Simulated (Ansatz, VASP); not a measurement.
## One calculation of Al2InN3, two programs

The input INCAR:

```
SYSTEM = Al2InN3
PREC     = Accurate       ! precision mode
ENCUT    = 520            ! plane-wave cutoff, eV
EDIFF    = 1E-7           ! SCF threshold, eV
ISMEAR   = 0              ! smearing method
SIGMA    = 0.05           ! smearing width, eV
LREAL    = .False.        ! projectors in reciprocal space
LASPH    = .True.         ! aspherical terms in the spheres
NELM     = 60             ! most SCF steps
ALGO     = Normal         ! electronic algorithm
ISIF     = 2              ! what is computed and relaxed
LWAVE    = .False.        ! write WAVECAR
LCHARG   = .False.        ! write CHGCAR
GGA      = PE             ! functional
NBANDS   = 46             ! bands
```

KPOINTS

```
regular mesh
0
Gamma
  6 6 6
  0 0 0
```

The input POSCAR:

```
Al2InN3
1.0
    4.8498160361     -3.0220528835      0.0000000000
    4.8498160361      3.0220528835      0.0000000000
    0.0000000000      0.0000000000      5.1778060931
Al In N
4 2 6
Direct
    0.0084427086      0.3348641725      0.9917411822
    0.6651358275      0.9915572914      0.9917411822
    0.9915572914      0.6651358275      0.4917411822
    0.3348641725      0.0084427086      0.4917411822
    0.3220722962      0.6779277038      0.9869930315
    0.6779277038      0.3220722962      0.4869930315
    0.0367610679      0.3336262977      0.3556963910
    0.6663737023      0.9632389321      0.3556963910
    0.9632389321      0.6663737023      0.8556963910
    0.3336262977      0.0367610679      0.8556963910
    0.2982358752      0.7017641248      0.4061317922
    0.7017641248      0.2982358752      0.9061317922
```

Input for Ansatz:

```yaml
crystal:
  lattice:
    - [4.8498160361, -3.0220528835, 0.0]
    - [4.8498160361, 3.0220528835, 0.0]
    - [0.0, 0.0, 5.1778060931]
  atoms:
    - { symbol: Al, position: [0.0084427086, 0.3348641725, 0.9917411822] }
    - { symbol: Al, position: [0.6651358275, 0.9915572914, 0.9917411822] }
    - { symbol: Al, position: [0.9915572914, 0.6651358275, 0.4917411822] }
    - { symbol: Al, position: [0.3348641725, 0.0084427086, 0.4917411822] }
    - { symbol: In, position: [0.3220722962, 0.6779277038, 0.9869930315] }
    - { symbol: In, position: [0.6779277038, 0.3220722962, 0.4869930315] }
    - { symbol: "N", position: [0.0367610679, 0.3336262977, 0.355696391] }
    - { symbol: "N", position: [0.6663737023, 0.9632389321, 0.355696391] }
    - { symbol: "N", position: [0.9632389321, 0.6663737023, 0.855696391] }
    - { symbol: "N", position: [0.3336262977, 0.0367610679, 0.855696391] }
    - { symbol: "N", position: [0.2982358752, 0.7017641248, 0.4061317922] }
    - { symbol: "N", position: [0.7017641248, 0.2982358752, 0.9061317922] }
basis:
  ecutwfc: 520.0
kpoints:
  mp_grid: { grid: [6, 6, 6] }
hamiltonian:
  xc: pbe
  pseudopotentials: { kind: paw, azcp: { folder: soft_1 } }
scf:
  occupations: { method: gaussian, width: 0.05 }
output:
  forces: true
  stress: true
  eigenvalues: true
```

Change from the starting cell: volume 12.648 Å^3 an atom, stretch along b over the lengths across it, relative to the relaxed cell 1.0835.

Alike in both runs: task single point; functional PBE; k mesh 6 × 6 × 6; occupations gaussian, width 0.05 eV; no spin polarisation.

|  | VASP | Ansatz |
| --- | --- | --- |
| version | VASP 6.6.1 | Ansatz 0.2.0 |
| potentials or method | VASP PAW PBE potentials, release 64 (Al, In_d, N), cutoff 520 eV | scalar-relativistic, plane waves, PAW |
| valence electrons in the cell | 68 | 68 |

Ansatz gave:

- gap on the k mesh at the Fermi level (eV): 1.84
- least direct gap on the mesh (eV): 1.84
- pressure (GPa): -5.2
- traceless stress, the component that is largest in VASP (GPa): -13.01
- rms of the force components (eV/Å): 0.294

Task: Estimate VASP's values.

Result: gap on the k mesh at the Fermi level (eV): 1.84; least direct gap on the mesh (eV): 1.84; pressure (GPa): -5.3; traceless stress, the component that is largest in VASP (GPa): -13.10; rms of the force components (eV/Å): 0.296.

Atom by atom the forces differ by 0.009 eV/Å (rms over components). With one functional, cell and mesh, what is left measures potentials, basis and numerics.
